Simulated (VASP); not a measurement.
Set up this calculation in VASP 6.6.1, as the native input.

```
Task                   : single point
Functional             : PBE
Potentials or basis    : VASP PAW PBE potentials, release 64 (In_d, S)
Cutoff                 : 520 eV
k mesh                 : 6 × 6 × 2
Occupations            : gaussian, width 0.2 eV
Spin                   : no spin polarisation
Dipole correction      : no
Further INCAR settings : ALGO = Normal; EDIFF = 1e-07; NBANDS = 41
```

The structure of In2S lies in POSCAR:

```
In2S
1.0
    3.9431303459      0.0000000000      0.0000000000
    0.0000000000      3.9431303459      0.0000000000
    0.0000000000      0.0000000000     10.8652081153
In S
4 2
Direct
    0.5000000000      0.0000000000      0.3304799164
    0.5000000000      0.0000000000      0.8304799164
    1.0000000000      0.5000000000      0.1695200836
    1.0000000000      0.5000000000      0.6695200836
    0.0000000000      0.0000000000      0.5000000000
    0.0000000000      0.0000000000      0.0000000000
```

One way to write it, as run:

INCAR

```
ALGO = Normal ; EDIFF = 1E-7
ENCUT = 520 ; GGA = PE
ISIF = 2 ; ISMEAR = 0
LASPH = T ; LCHARG = F
LREAL = F ; LWAVE = F
NBANDS = 41 ; NELM = 80
PREC = Accurate ; SIGMA = 0.2
```

KPOINTS

```
k-points
0
Gamma
  6 6 2
```

Potentials or basis: VASP PAW PBE potentials, release 64 (In_d, S).

The run is started by

```sh
$ cat potpaw_PBE.64/In_d/POTCAR potpaw_PBE.64/S/POTCAR > POTCAR
$ mpirun -np 1 vasp_std > vasp.out
```

It gave:

- Pressure: 0.1 GPa
- Largest force: 0.015 eV/Å
- Band gap on the k mesh: zero (band 32 reaches 6.74 eV, above the bottom of band 33 at 3.83 eV)

Caveat: spin-orbit coupling is left out, which moves the levels of the heavy elements.

It took 2.3 min on 1 thread of Intel(R) Xeon(R) 6975P-C (Granite Rapids), with other jobs on the host, peak memory 0.31 GiB.
